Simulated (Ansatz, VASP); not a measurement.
**Two plane-wave programs on SnO2**

```
CELL_PARAMETERS angstrom
4.72013 0.00000 0.00000
0.00000 4.72063 0.00000
0.00000 0.00000 3.18882
ATOMIC_POSITIONS crystal
Sn 0.49783 0.49750 0.50000
Sn 0.00217 0.99749 0.00000
O 0.31141 0.30204 0.00000
O 0.82744 0.21656 0.50000
O 0.18858 0.80202 0.50000
O 0.67255 0.71657 0.00000
```

Change from the starting cell: mode 4 frozen in at +0.090 Å and mode 7 at -0.058 Å (largest displacements).

Alike in both runs: task single point; functional LDA; k mesh 6 × 6 × 8; occupations gaussian, width 0.05 eV; no spin polarisation.

|  | VASP | Ansatz |
| --- | --- | --- |
| version | VASP 6.6.1 | Ansatz 0.2.0 |
| potentials or method | VASP PAW LDA potentials, release 64 (Sn_d, O), cutoff 520 eV | scalar-relativistic, plane waves, PAW |
| valence electrons in the cell | 52 | 52 |

VASP gave:

| Property | Result |
| --- | --- |
| gap on the k mesh at the Fermi level (eV) | 1.27 |
| least direct gap on the mesh (eV) | 1.27 |
| pressure (GPa) | 0.9 |
| traceless stress, the component that is largest in VASP (GPa) | -0.86 |
| rms of the force components (eV/Å) | 0.163 |

Problem. Which values does Ansatz return?

Solution. gap on the k mesh at the Fermi level (eV): 1.24; least direct gap on the mesh (eV): 1.24; pressure (GPa): -0.5; traceless stress, the component that is largest in VASP (GPa): -0.69; rms of the force components (eV/Å): 0.162.

Ansatz warns that its potentials were made for another functional, while VASP's fit it. LDA's correlation is that of Perdew and Zunger in VASP and of Perdew and Wang (1992) in Ansatz. Atom by atom the forces differ by 0.014 eV/Å (rms over components). Ansatz's warnings: structure snapped to symmetry.
